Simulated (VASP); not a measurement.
# Na (Pm-3m) in VASP: a series of runs

Runs on Na. Level: RPBE. Tasks: single point.

Program: VASP 6.6.1. These are calculated values, not measurements. Logs are shortened: lines on timing, memory, paths and dates and some standing lists are left out, and cuts for length are marked.

### Step 1. The cell of the first run

Symmetry: Pm-3m, No. 221, cubic system. Conventional cell: a = 3.580 Å, b = 3.580 Å, c = 3.580 Å, α = 90.00°, β = 90.00°, γ = 90.00°. Na (site symmetry m-3m) has 6 Na at 3.58 Å within 4.7 Å.

### Step 2. Single point, RPBE (volume scaled by 1.08)

INCAR reads:

```
  ALGO = Normal
  EDIFF = 1E-6
  ENCUT = 520
  GGA = RP
  ISIF = 2
  ISMEAR = -1
  LASPH = T
  LCHARG = F
  LREAL = F
  LWAVE = F
  NBANDS = 10
  NELM = 100
  PREC = Accurate
  SIGMA = 0.1
```

KPOINTS reads:

```
k-points
0
Gamma
  10 10 10
```

POSCAR reads:

```
Na
1.0
    3.5796464555      0.0000000000      0.0000000000
    0.0000000000      3.5796464555      0.0000000000
    0.0000000000      0.0000000000      3.5796464555
Na
1
Direct
    0.0000000000      0.0000000000      0.0000000000
```

Potentials or basis: VASP PAW PBE potentials, release 64 (Na_pv).

Launch:

```sh
$ cat potpaw_PBE.64/Na_pv/POTCAR > POTCAR
$ mpirun -np 1 vasp_std > vasp.out
```

OUTCAR:

```text
EDIFF = 1E-6
   ENCUT = 520
   GGA = RP
   ISIF = 2
   ISMEAR = -1
   LASPH = T
   LREAL = F
   NELM = 100
   PREC = Accurate

 ion  position               nearest neighbor table
   1  0.000  0.000  0.000-

  LATTYP: Found a simple cubic cell.
 ALAT       =     3.5796464555

  Lattice vectors:

 A1 = (   3.5796464555,   0.0000000000,   0.0000000000)
 A2 = (   0.0000000000,   3.5796464555,   0.0000000000)
 A3 = (   0.0000000000,   0.0000000000,   3.5796464555)

Analysis of symmetry for initial positions (statically):
=====================================================================
 Subroutine PRICEL returns:
 Original cell was already a primitive cell.

 Routine SETGRP: Setting up the symmetry group for a
 simple cubic supercell.

 Subroutine GETGRP returns: Found 48 space group operations
[... 9 lines left out ...]

 Routine SETGRP: Setting up the symmetry group for a
 simple cubic supercell.

 Subroutine GETGRP returns: Found 48 space group operations
[... 11 lines left out ...]
                                     Primitive cell

  volume of cell :      45.8691

  direct lattice vectors                    reciprocal lattice vectors
     3.579646455  0.000000000  0.000000000     0.279357197  0.000000000  0.000000000
     0.000000000  3.579646455  0.000000000     0.000000000  0.279357197  0.000000000
     0.000000000  0.000000000  3.579646455     0.000000000  0.000000000  0.279357197

  length of vectors
     3.579646455  3.579646455  3.579646455     0.279357197  0.279357197  0.279357197

  position of ions in fractional coordinates (direct lattice)
     0.000000000  0.000000000  0.000000000

  ion indices of the primitive-cell ions
   primitive index   ion index
                 1           1

----------------------------------------------------------------------------------------

 KPOINTS: k-points

Automatic generation of k-mesh.
 Grid dimensions read from file:
 generate k-points for:   10   10   10

 Generating k-lattice:

  Cartesian coordinates                     Fractional coordinates (reciprocal lattice)
     0.027935720  0.000000000  0.000000000     0.100000000  0.000000000  0.000000000
     0.000000000  0.027935720  0.000000000     0.000000000  0.100000000  0.000000000
     0.000000000  0.000000000  0.027935720     0.000000000  0.000000000  0.100000000

  Length of vectors
     0.027935720  0.027935720  0.027935720

  Shift w.r.t. Gamma in fractional coordinates (k-lattice)
     0.000000000  0.000000000  0.000000000

 Subroutine IBZKPT returns following result:
 ===========================================

 Found     56 irreducible k-points:

 Following reciprocal coordinates:
            Coordinates               Weight
  0.000000  0.000000  0.000000      1.000000
  0.100000  0.000000  0.000000      6.000000
  0.200000  0.000000  0.000000      6.000000
  0.300000  0.000000  0.000000      6.000000
  0.400000  0.000000  0.000000      6.000000
  0.500000  0.000000  0.000000      3.000000
[... 16 lines left out ...]
  0.200000  0.100000  0.100000     24.000000
  0.300000  0.100000  0.100000     24.000000
 [... further k-points ...]
   k-points           NKPTS =     56   k-points in BZ     NKDIM =     56   number of bands    NBANDS=     10
   number of dos      NEDOS =    301   number of ions     NIONS =      1
   total plane-waves  NPLWV =  21952
   dimension x,y,z NGX =    28 NGY =   28 NGZ =   28
   dimension x,y,z NGXF=    56 NGYF=   56 NGZF=   56
   ions per type =               1
   NGX,Y,Z   is equivalent  to a cutoff of  13.00, 13.00, 13.00 a.u.
   NGXF,Y,Z  is equivalent  to a cutoff of  26.01, 26.01, 26.01 a.u.
 SYSTEM =  unknown system
   PREC   = accura    normal or accurate (medium, high low for compatibility)
   ISTART =      0    job   : 0-new  1-cont  2-samecut
   ICHARG =      2    charge: 1-file 2-atom 10-const
   ISPIN  =      1    spin polarized calculation?
   LNONCOLLINEAR =      F non collinear calculations
   LSORBIT =      F    spin-orbit coupling
   LASPH  =      T    aspherical Exc in radial PAW
   ENCUT  =  520.0 eV  38.22 Ry    6.18 a.u.   6.66  6.66  6.66*2*pi/ulx,y,z
   NELM   =    100;   NELMIN=  2; NELMDL= -5     # of ELM steps
   EDIFF  = 0.1E-05   stopping-criterion for ELM
   LREAL  =      F    real-space projection
   EDIFFG = 0.1E-04   stopping-criterion for IOM
   NSW    =      0    number of steps for IOM
   IBRION =     -1    ionic relax: 0-MD 1-quasi-New 2-CG
   NFREE  =      0    steps in history (QN), initial steepest desc. (CG)
   ISIF   =      2    stress and relaxation
   ISYM   =      2    0-nonsym 1-usesym 2-fastsym
   POTIM  = 0.5000    time-step for ionic-motion
   TEBEG  =    0.0;   TEEND  =   0.0 temperature during run
   PSTRESS=    0.0 pullay stress
   NELECT =       7.0000    total number of electrons
   NUPDOWN=      -1.0000    fix difference up-down
   EMIN   =  10.00;   EMAX   =-10.00  energy-range for DOS
   EFERMI =   0.00;   METHOD = LEGACY
   ISMEAR =    -1;   SIGMA  =   0.10  broadening in eV -4-tet -1-fermi 0-gaus
   EFERMI_NEDOS =   21; number of points for ismear=-14 and -15
   IALGO  =     38    algorithm
   IMIX   =      4    mixing-type and parameters
     AMIX     =   0.40;   BMIX     =  1.00
     AMIX_MAG =   1.60;   BMIX_MAG =  1.00
  volume/ion in A,a.u.               =      45.87       309.54
  Fermi-wavevector in a.u.,A,eV,Ry     =   0.874851  1.653228 10.413411  0.765364
  Thomas-Fermi vector in A             =   1.994440
   LORBIT       =      0    0 simple, 1 ext, 2 COOP (PROOUT), +10 PAW based schemes
   GGA     = RP    functional components
   LHFCALC =     F    Hartree Fock is set to
   AEXX    =    0.0000 exact exchange contribution
   IVDW    =     0    specifies the selected vdW correction
   LEPSILON=     F    determine dielectric tensor
   LRPA    =     F    only Hartree local field effects (RPA)
 non-spin polarized calculation
  energy-cutoff  :      520.00
  volume of cell :       45.87
 maximum number of plane-waves:      1261
 NGX is ok and might be reduce to    28
   NGX = 13   NGY = 13   NGZ = 13

 number of electron       7.0000006 magnetization

 Free energy of the ion-electron system (eV)
  ---------------------------------------------------
  ext. energy  EPLUGINS =         0.00000000
  ---------------------------------------------------
  free energy    TOTEN  =        -1.08401147 eV

  energy without entropy =       -1.06656951  energy(sigma->0) =       -1.07529049

 E-fermi :  -0.0653     XC(G=0):  -5.8661

 val. band max:       -0.1306738895   @ k =   0.4000   0.2000   0.2000
 cond. band min:      -0.0396397853   @ k =   0.5000   0.0000   0.0000
 fundamental gap:      0.0910341041
 Fermi energy:        -0.0653394521

 k-point     1 :       0.0000    0.0000    0.0000
  band No.  band energies     occupation
      1     -25.3217      2.00000
      2     -25.3217      2.00000
      3     -25.3217      2.00000
      4      -2.9663      2.00000
      5       7.5115      0.00000
      6       7.5115      0.00000
      7       8.5197      0.00000
      8       8.5197      0.00000
      9       8.5197      0.00000
     10      10.9677      0.00000

 k-point     2 :       0.1000    0.0000    0.0000
  band No.  band energies     occupation
      1     -25.3244      2.00000
      2     -25.3214      2.00000
      3     -25.3214      2.00000
      4      -2.8457      2.00000
      5       6.1306      0.00000
      6       7.6227      0.00000
      7       8.6208      0.00000
      8       8.6208      0.00000
      9       9.3957      0.00000
     10      11.7720      0.00000

 k-point     3 :       0.2000    0.0000    0.0000
  band No.  band energies     occupation
      1     -25.3314      2.00000
      2     -25.3209      2.00000
      3     -25.3209      2.00000
      4      -2.4855      2.00000
      5       4.3599      0.00000
      6       7.9529      0.00000
      7       8.9241      0.00000
      8       8.9241      0.00000
      9      10.0539      0.00000
     10      13.7494      0.00000

 k-point     4 :       0.3000    0.0000    0.0000
  band No.  band energies     occupation
      1     -25.3401      2.00000
      2     -25.3201      2.00000
      3     -25.3201      2.00000
      4      -1.8894      2.00000
      5       2.7134      0.00000
      6       8.4872      0.00000
      7       9.4296      0.00000
      8       9.4296      0.00000
      9      10.6860      0.00000
     10      13.5620      0.00000

 k-point     5 :       0.4000    0.0000    0.0000
  band No.  band energies     occupation
      1     -25.3471      2.00000
      2     -25.3196      2.00000
      3     -25.3196      2.00000
      4      -1.0635      1.99991
      5       1.2486      0.00000
      6       9.1630      0.00000
      7      10.1324      0.00000
      8      10.1324      0.00000
      9      11.3650      0.00000
     10      12.1793      0.00000

 k-point     6 :       0.5000    0.0000    0.0000
  band No.  band energies     occupation
      1     -25.3498      2.00000
      2     -25.3193      2.00000
      3     -25.3193      2.00000
      4      -0.0396      0.87220
      5       0.0108      0.63689
      6       9.6098      0.00000
      7      10.8482      0.00000
      8      10.8482      0.00000
      9      11.3158      0.00000
     10      11.3159      0.00000
[... 183 lines left out ...]
 k-point    21 :       0.5000    0.5000    0.0000
  band No.  band energies     occupation
      1     -25.3465      2.00000
      2     -25.3465      2.00000
      3     -25.3171      2.00000
      4       2.5905      0.00000
      5       2.5905      0.00000
      6       2.9065      0.00000
      7       3.3829      0.00000
      8      12.9835      0.00000
      9      12.9835      0.00000
     10      14.2186      0.00000

 k-point    22 :       0.1000    0.1000    0.1000
  band No.  band energies     occupation
      1     -25.3241      2.00000
      2     -25.3238      2.00000
      3     -25.3238      2.00000
      4      -2.6053      2.00000
      5       6.1070      0.00000
      6       6.1070      0.00000
      7       7.4351      0.00000
      8      10.5708      0.00000
      9      10.5708      0.00000
     10      12.5639      0.00000

 k-point    23 :       0.2000    0.1000    0.1000
  band No.  band energies     occupation
      1     -25.3309      2.00000
      2     -25.3234      2.00000
      3     -25.3232      2.00000
      4      -2.2463      2.00000
      5       4.5522      0.00000
      6       6.4322      0.00000
      7       7.4919      0.00000
      8      10.8391      0.00000
      9      11.7247      0.00000
     10      13.2349      0.00000

 k-point    24 :       0.3000    0.1000    0.1000
  band No.  band energies     occupation
      1     -25.3395      2.00000
      2     -25.3226      2.00000
      3     -25.3225      2.00000
      4      -1.6522      2.00000
      5       2.9328      0.00000
      6       6.9713      0.00000
      7       7.9874      0.00000
      8      10.9552      0.00000
      9      12.0132      0.00000
     10      12.0362      0.00000

 [... further k-points ...]
[... 5 lines left out ...]
  --------------------------------------------------------------------------------------
  -------------------------------------------------------------------------------------
  Total       -0.0875399     -0.0875399     -0.0875399     -0.0000000      0.0000000      0.0000000
  in kB       -3.0577080     -3.0577080     -3.0577080     -0.0000000      0.0000000      0.0000000
  external PRESSURE =      -3.0577080 kB  Pullay stress =       0.0000000 kB

 VOLUME and BASIS-vectors are now :
 -----------------------------------------------------------------------------
  energy-cutoff  :      520.00
  volume of cell :       45.87
      direct lattice vectors                 reciprocal lattice vectors
     3.579646455  0.000000000  0.000000000     0.279357197  0.000000000  0.000000000
     0.000000000  3.579646455  0.000000000     0.000000000  0.279357197  0.000000000
     0.000000000  0.000000000  3.579646455     0.000000000  0.000000000  0.279357197

 POSITION                                       TOTAL-FORCE (eV/Angst)
 -----------------------------------------------------------------------------------
      0.00000      0.00000      0.00000         0.000000      0.000000      0.000000
 -----------------------------------------------------------------------------------
    total drift:                               -0.000000     -0.000000     -0.000000

  FREE ENERGIE OF THE ION-ELECTRON SYSTEM (eV)
  ---------------------------------------------------
  free  energy   TOTEN  =        -1.0840114676 eV

  energy  without entropy=       -1.0665695067  energy(sigma->0) =       -1.07529049
```

Run time: 14 s. Hardware: 1 thread of Intel Xeon Platinum 8488C (Sapphire Rapids), shared host; peak memory 0.16 GiB.

What came out:

| Quantity | Value |
| --- | --- |
| Free energy | -1.0840 eV |
| Pressure | -0.3 GPa |

Caveat: the PAW data sets were made with another functional, which shifts forces and pressure a little.

### Step 3. Single point, RPBE (volume scaled by 1.12)

INCAR reads:

```
SYSTEM = Na
  ALGO = Normal
  EDIFF = 1E-6
  ENCUT = 520
  GGA = RP
  ISIF = 2
  ISMEAR = -1
  LASPH = .TRUE.
  LCHARG = .TRUE.
  LELF = .TRUE.
  LREAL = .FALSE.
  LVHAR = .TRUE.
  LWAVE = .FALSE.
  NBANDS = 10
  NELM = 100
  PREC = Accurate
  SIGMA = 0.1
```

KPOINTS reads:

```
k-points
0
G
  10 10 10
  0 0 0
```

POSCAR reads:

```
Na
1.0
    3.6233049833      0.0000000000      0.0000000000
    0.0000000000      3.6233049833      0.0000000000
    0.0000000000      0.0000000000      3.6233049833
Na
1
Direct
    0.0000000000      0.0000000000      0.0000000000
```

Potentials or basis: VASP PAW PBE potentials, release 64 (Na_pv).

Launch:

```sh
$ cat potpaw_PBE.64/Na_pv/POTCAR > POTCAR
$ mpirun -np 1 vasp_std > vasp.out
```

It took 14 s on 1 thread of Intel Xeon Platinum 8488C (Sapphire Rapids), shared host; peak memory 0.16 GiB.

Results (log left out):

- Free energy: -1.0794 eV
- Pressure: -0.5 GPa

Levels at points of the mesh, in eV from the Fermi level:
```tsv
k point	band 1	band 2	band 3	band 4	band 5	band 6
(0.00, 0.00, 0.00)	-25.28	-25.28	-25.28	-2.83	7.44	7.44
(0.50, 0.00, 0.00)	-25.30	-25.28	-25.28	0.04	0.06	9.48
(0.50, 0.50, 0.00)	-25.30	-25.30	-25.27	2.60	2.60	2.95
(0.50, 0.50, 0.50)	-25.30	-25.30	-25.30	5.17	5.17	5.17
```

Caveat: the PAW data sets were made with another functional, which shifts forces and pressure a little.
